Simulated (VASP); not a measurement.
# TiC (I4/mmm) in VASP: single point with r2SCAN

Aim: the single point of TiC with r2SCAN.

Everything below comes from runs of VASP 6.6.1. Logs are shortened: lines on timing, memory, paths and dates and some standing lists are left out, and cuts for length are marked.

## Step 1: The cell of the first run

The structure is tetragonal, space group I4/mmm (No. 139). The conventional cell has a = 3.152 Å, b = 3.152 Å, c = 4.198 Å, α = 90.00°, β = 90.00°, γ = 90.00°. Within 2.8 Å of Ti (site symmetry 4/mmm) lie 6 C at 2.10 to 2.23 Å. C (site symmetry 4/mmm) has 6 Ti at 2.10 to 2.23 Å within 2.8 Å.

## Step 2: Single point, r2SCAN (strain +0.030 along x and y, -0.030 along z)

POSCAR

```
TiC
1.0
    0.0000000000      2.2289200000      2.0990800000
    2.2289200000      0.0000000000      2.0990800000
    2.2289200000      2.2289200000      0.0000000000
Ti C
1 1
Direct
    0.0000000000      0.0000000000      0.0000000000
    0.5000000000      0.5000000000      0.5000000000
```

INCAR.step1

```
SYSTEM = TiC
PREC = Accurate ; ENCUT = 520
ISMEAR = 0 ; SIGMA = 0.15
LREAL = .FALSE. ; LASPH = .TRUE.
NELM = 60 ; NBANDS = 15
GGA = PE ; ALGO = Normal
EDIFF = 1E-4 ; LWAVE = .TRUE.
LCHARG = .FALSE.
```

INCAR.step2

```
SYSTEM = TiC
PREC = Accurate ; ENCUT = 520
EDIFF = 1E-7 ; ISMEAR = 0
SIGMA = 0.15 ; LREAL = .FALSE.
LASPH = .TRUE. ; NELM = 60
ALGO = Normal ; ISIF = 2
LWAVE = .FALSE. ; LCHARG = .TRUE.
METAGGA = R2SCAN ; LMIXTAU = .TRUE.
LELF = .TRUE. ; LVHAR = .TRUE.
NBANDS = 15 ; ISTART = 1
```

KPOINTS

```
Automatic mesh
0
G
  18 18 18
  0 0 0
```

Potentials or basis: VASP PAW PBE potentials, release 64 (Ti_sv, C).

On the command line:

```sh
$ cat potpaw_PBE.64/Ti_sv/POTCAR potpaw_PBE.64/C/POTCAR > POTCAR
$ cp INCAR.step1 INCAR
$ mpirun -np 1 vasp_std > vasp.out
$ cp INCAR.step2 INCAR
$ mpirun -np 1 vasp_std > vasp.out
```

OUTCAR:

```text
SYSTEM = TiC
   PREC = Accurate
   ENCUT = 520
   EDIFF = 1E-7
   ISMEAR = 0
   LREAL = .FALSE.
   LASPH = .TRUE.
   NELM = 60
   ISIF = 2
   METAGGA = R2SCAN
   ISTART = 1

 ion  position               nearest neighbor table
   1  0.000  0.000  0.000-   2 2.10   2 2.10   2 2.23   2 2.23   2 2.23   2 2.23
   2  0.500  0.500  0.500-   1 2.10   1 2.10   1 2.23   1 2.23   1 2.23   1 2.23

  LATTYP: Found a body centered tetragonal cell.
 ALAT       =     3.1521688934
 C/A-ratio  =     1.3318321898

  Lattice vectors:

 A1 = (   0.0000000000,  -2.2289200000,  -2.0990800000)
 A2 = (   0.0000000000,   2.2289200000,  -2.0990800000)
 A3 = (   2.2289200000,   0.0000000000,   2.0990800000)

Analysis of symmetry for initial positions (statically):
=====================================================================
 Subroutine PRICEL returns:
 Original cell was already a primitive cell.

 Routine SETGRP: Setting up the symmetry group for a
 body centered tetragonal supercell.

 Subroutine GETGRP returns: Found 16 space group operations
 (whereof 16 operations were pure point group operations)
 out of a pool of 16 trial point group operations.

The static configuration has the point symmetry D_4h.

Analysis of symmetry for dynamics (positions and initial velocities):
=====================================================================
 Subroutine PRICEL returns:
 Original cell was already a primitive cell.

 Routine SETGRP: Setting up the symmetry group for a
 body centered tetragonal supercell.

 Subroutine GETGRP returns: Found 16 space group operations
 (whereof 16 operations were pure point group operations)
 out of a pool of 16 trial point group operations.

The dynamic configuration has the point symmetry D_4h.

 Subroutine INISYM returns: Found 16 space group operations
 (whereof 16 operations are pure point group operations),
 and found     1 'primitive' translations

----------------------------------------------------------------------------------------

                                     Primitive cell

  volume of cell :      20.8568

  direct lattice vectors                    reciprocal lattice vectors
     0.000000000  2.228920000  2.099080000    -0.224323888  0.224323888  0.238199592
     2.228920000  0.000000000  2.099080000     0.224323888 -0.224323888  0.238199592
     2.228920000  2.228920000  0.000000000     0.224323888  0.224323888 -0.238199592

  length of vectors
     3.061735000  3.061735000  3.152168893     0.396713321  0.396713321  0.396713321

[... 92 lines left out ...]
   NUPDOWN=      -1.0000    fix difference up-down
   EMIN   =  10.00;   EMAX   =-10.00  energy-range for DOS
   EFERMI =   0.00;   METHOD = LEGACY
   ISMEAR =     0;   SIGMA  =   0.15  broadening in eV -4-tet -1-fermi 0-gaus
   EFERMI_NEDOS =   21; number of points for ismear=-14 and -15
   IALGO  =     38    algorithm
   IMIX   =      4    mixing-type and parameters
     AMIX     =   0.40;   BMIX     =  1.00
     AMIX_MAG =   1.60;   BMIX_MAG =  1.00
  volume/ion in A,a.u.               =      10.43        70.37
  Fermi-wavevector in a.u.,A,eV,Ry     =   1.498645  2.832029 30.557836  2.245938
  Thomas-Fermi vector in A             =   2.610377
   LORBIT       =      0    0 simple, 1 ext, 2 COOP (PROOUT), +10 PAW based schemes
   METAGGA = R2SCAN    functional components
   LHFCALC =     F    Hartree Fock is set to
   AEXX    =    0.0000 exact exchange contribution
   IVDW    =     0    specifies the selected vdW correction
   LEPSILON=     F    determine dielectric tensor
   LRPA    =     F    only Hartree local field effects (RPA)
 non-spin polarized calculation
 Gauss-broadening in eV      SIGMA  =   0.15
  energy-cutoff  :      520.00
  volume of cell :       20.86
 maximum number of plane-waves:       576
   NGX = 11   NGY = 11   NGZ = 11

 number of electron      15.9999998 magnetization

 Free energy of the ion-electron system (eV)
  ---------------------------------------------------
  ext. energy  EPLUGINS =         0.00000000
  ---------------------------------------------------
  free energy    TOTEN  =       -24.80100748 eV

  energy without entropy =      -24.79806812  energy(sigma->0) =      -24.79953780

 E-fermi :   9.1997     XC(G=0): -13.4297

 val. band max:        9.1945532847   @ k =   0.1667   0.0000   0.1667
 cond. band min:       9.2036560218   @ k =   0.5000   0.0000   0.5000
 fundamental gap:      0.0091027371
 Fermi energy:         9.1996831968

 k-point     1 :       0.0000    0.0000    0.0000
  band No.  band energies     occupation
      1     -49.8608      2.00000
      2     -24.8752      2.00000
      3     -24.8751      2.00000
      4     -24.8109      2.00000
      5      -3.9012      2.00000
      6       9.8984      0.00000
      7       9.8984      0.00000
      8      10.3478      0.00000
      9      10.6371      0.00000
     10      10.7453      0.00000
     11      10.7453      0.00000
     12      10.9642      0.00000
     13      10.9721      0.00000
     14      20.0771      0.00000
[... 401 lines left out ...]
      2     -25.0771      2.00000
      3     -24.9004      2.00000
      4     -24.8550      2.00000
      5      -2.6920      2.00000
      6       6.4601      2.00000
      7       7.2807      2.00000
      8       7.7507      2.00000
      9      10.7876      0.00000
     10      11.2525      0.00000
     11      12.1425      0.00000
     12      14.6666      0.00000
     13      15.0776      0.00000
     14      20.8134      0.00000
     15      24.0363      0.00000

 [... further k-points ...]

------------------------ aborting loop because EDIFF is reached ----------------------------------------

  FORCE on cell =-STRESS in cart. coord.  units (eV):
  Direction    XX          YY          ZZ          XY          YZ          ZX
  --------------------------------------------------------------------------------------
  -------------------------------------------------------------------------------------
  Total       -1.6307686     -1.6307686      1.4744412      0.0000000      0.0000000     -0.0000000
  in kB     -125.2722741   -125.2722741    113.2635276      0.0000000      0.0000000     -0.0000000
  external PRESSURE =     -45.7603402 kB  Pullay stress =       0.0000000 kB

 VOLUME and BASIS-vectors are now :
 -----------------------------------------------------------------------------
  energy-cutoff  :      520.00
  volume of cell :       20.86
      direct lattice vectors                 reciprocal lattice vectors
     0.000000000  2.228920000  2.099080000    -0.224323888  0.224323888  0.238199592
     2.228920000  0.000000000  2.099080000     0.224323888 -0.224323888  0.238199592
     2.228920000  2.228920000  0.000000000     0.224323888  0.224323888 -0.238199592

 POSITION                                       TOTAL-FORCE (eV/Angst)
 -----------------------------------------------------------------------------------
      0.00000      0.00000      0.00000         0.000000      0.000000      0.000000
      2.22892      2.22892      2.09908        -0.000000      0.000000     -0.000000
 -----------------------------------------------------------------------------------
    total drift:                                0.000000     -0.000000     -0.000000

  FREE ENERGIE OF THE ION-ELECTRON SYSTEM (eV)
  ---------------------------------------------------
  free  energy   TOTEN  =       -24.8010074777 eV

  energy  without entropy=      -24.7980681215  energy(sigma->0) =      -24.79953780
```

OUTCAR.step1:

```text
SYSTEM = TiC
   PREC = Accurate
   ENCUT = 520
   ISMEAR = 0
   LREAL = .FALSE.
   LASPH = .TRUE.
[... 654 lines left out ...]
      0.00000      0.00000      0.00000        -0.000000      0.000000      0.000000
      2.22892      2.22892      2.09908         0.000000     -0.000000     -0.000000
 -----------------------------------------------------------------------------------
    total drift:                                0.000000     -0.000000     -0.000000

  FREE ENERGIE OF THE ION-ELECTRON SYSTEM (eV)
  ---------------------------------------------------
  free  energy   TOTEN  =       -18.6435232580 eV

  energy  without entropy=      -18.6401769015  energy(sigma->0) =      -18.64185008
```

OSZICAR.step1:

```text
N       E                     dE             d eps       ncg     rms          rms(c)
DAV:   1     0.118373206157E+03    0.11837E+03   -0.79808E+03 14438   0.127E+03
DAV:   2    -0.164908501741E+02   -0.13486E+03   -0.12633E+03 15436   0.335E+02
DAV:   3    -0.240677590532E+02   -0.75769E+01   -0.74518E+01 18737   0.776E+01
DAV:   4    -0.243129188928E+02   -0.24516E+00   -0.24492E+00 18099   0.128E+01
DAV:   5    -0.243186774691E+02   -0.57586E-02   -0.57575E-02 18641   0.178E+00    0.179E+01
DAV:   6    -0.193409662107E+02    0.49777E+01   -0.12183E+01 20422   0.561E+01    0.717E+00
DAV:   7    -0.186885199035E+02    0.65245E+00   -0.23059E+00 16917   0.215E+01    0.478E+00
DAV:   8    -0.186625345418E+02    0.25985E-01   -0.11617E-01 16472   0.347E+00    0.343E+00
DAV:   9    -0.186471811673E+02    0.15353E-01   -0.10816E-01 19751   0.467E+00    0.743E-01
DAV:  10    -0.186457659774E+02    0.14152E-02   -0.11808E-02 18560   0.135E+00    0.604E-01
DAV:  11    -0.186437305361E+02    0.20354E-02   -0.29635E-03 16431   0.796E-01    0.181E-01
DAV:  12    -0.186435386611E+02    0.19187E-03   -0.37236E-04 18278   0.300E-01    0.386E-02
DAV:  13    -0.186435232580E+02    0.15403E-04   -0.50100E-05  8470   0.965E-02
   1 F= -.18643523E+02 E0= -.18641850E+02  d E =-.334636E-02
```

It took 4.6 min on 1 thread of AMD EPYC 9R45 (Zen 5), shared host; peak memory 0.24 GiB.

Results:

| Item | Value |
| --- | --- |
| Free energy | -24.8010 eV |
| Pressure | -4.6 GPa |
| Band gap on the k mesh | zero (bands 8 and 9 overlap by 1.99 eV) |

Stress tensor (GPa, compression positive):
```
-12.53   0.00   0.00
  0.00 -12.53   0.00
  0.00   0.00  11.33
```

Caveat: the cell differs from its parent crystal (strain +0.030 along x and y, -0.030 along z); the cell stands under tension; the PAW data sets were made with another functional, which shifts forces and pressure a little.
